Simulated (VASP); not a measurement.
Crystal: Co.

```
Co
1.0
     2.47200    0.00000    0.00000
    -1.23600    2.14081    0.00000
     0.00000    0.00000    4.02114
Co
2
Cartesian
  1.2360 0.7136 3.0159
  0.0000 1.4272 1.0053
```

- Program: VASP 6.6.1
- Task: relaxation of cell and atoms
- Functional: PBEsol
- Dispersion: D4
- Potentials or basis: VASP PAW PBE potentials, release 64 (Co)
- Cutoff: 600 eV
- k mesh: 12 × 12 × 7
- Occupations: fermi-dirac, width 0.05 eV
- Spin: collinear spin, ferromagnetic start
- Starting moments: [2.0, 2.0] μB

At the start: pressure -10.1 GPa; volume 10.64 Å³/atom.

Question: Where does the relaxation end?

Answer: Over 5 steps the energy falls by 16.2 meV/atom and the volume is 10.16 Å³/atom (-4.5 %); space group P6_3/mmc (No. 194, to 0.1 Å) before and after; moment 3.06 μB per cell.

Step by step:
```tsv
step	energy change (eV)	largest force (eV/Å)	pressure (GPa)	volume (Å³)
1	0.0000	0.0000	-10.11	21.28
2	0.0144	0.0000	15.38	19.28
3	-0.0323	0.0000	-0.01	20.33
4	-0.0323	0.0000	0.14	20.31
5	-0.0325	0.0000	0.11	20.31
```

Final structure:
```yaml
crystal:
  lattice:
    - [2.44048, 0.00000, 0.00000]
    - [-1.22024, 2.11351, 0.00000]
    - [0.00000, 0.00000, 3.93834]
  atoms:
    - { symbol: Co, position: [0.66667, 0.33333, 0.75000] }
    - { symbol: Co, position: [0.33333, 0.66667, 0.25000] }
```

Caveat: the PAW data sets were made with another functional, which shifts forces and pressure a little.
